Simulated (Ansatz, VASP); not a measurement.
One calculation of SnO, two programs

The input INCAR:

```
PREC = Accurate ; ENCUT = 520
EDIFF = 1E-6 ; ISMEAR = 0
SIGMA = 0.15 ; LREAL = F
LASPH = T ; NELM = 80
ALGO = Normal ; ISIF = 2
LWAVE = F ; LCHARG = F
GGA = PS ; IVDW = 12
NBANDS = 28
```

KPOINTS

```
Automatic mesh
0
Gamma
  12 12 10
```

POSCAR

```
SnO
1.0
    3.8970500000      0.0000000000      0.0000000000
    0.0000000000      3.8970500000      0.0000000000
    0.0000000000      0.0000000000      5.0778000000
Sn O
2 2
Direct
    0.0000000000      0.5000000000      0.2385000000
    0.5000000000      0.0000000000      0.7615000000
    0.0000000000      0.0000000000      0.0000000000
    0.5000000000      0.5000000000      0.0000000000
```

Input for Ansatz:

```yaml
crystal:
  lattice:
    - [3.89705, 0.0, 0.0]
    - [0.0, 3.89705, 0.0]
    - [0.0, 0.0, 5.0778]
  atoms:
    - { symbol: Sn, position: [0.0, 0.5, 0.2385] }
    - { symbol: Sn, position: [0.5, 0.0, 0.7615] }
    - { symbol: O, position: [0.0, 0.0, 0.0] }
    - { symbol: O, position: [0.5, 0.5, 0.0] }
basis:
  ecutwfc: 420
kpoints:
  mp_grid: { grid: [12, 12, 10] }
hamiltonian:
  xc: pbesol
  dispersion: d3bj
scf:
  occupations: { method: gaussian, width: 0.15 }
output:
  forces: true
  stress: true
  eigenvalues: true
```

Change from the starting cell: strain +0.025 along x and y, +0.050 along z, atoms carried along.

Alike in both runs: task single point; functional PBEsol; dispersion D3(BJ); k mesh 12 × 12 × 10; occupations gaussian, width 0.15 eV; no spin polarisation.

```csv
,VASP,Ansatz
version,VASP 6.6.1,Ansatz 0.2.0
potentials or method,"VASP PAW PBE potentials, release 64 (Sn_d, O), cutoff 520 eV","scalar-relativistic, plane waves, PAW"
valence electrons in the cell,40,40
```

```csv
,VASP,Ansatz,Ansatz less VASP
gap on the k mesh at the Fermi level (eV),0.24,0.24,-0.006
least direct gap on the mesh (eV),1.90,1.92,+0.025
pressure (GPa),-8.9,-9.1,-0.14
"traceless stress, the component that is largest in VASP (GPa)",-0.28,-0.30,-0.028
rms of the force components (eV/Å),0.490,0.516,+0.0263
```

VASP's potentials were made for PBE, not for PBEsol. Atom by atom the forces differ by 0.026 eV/Å (rms over components).
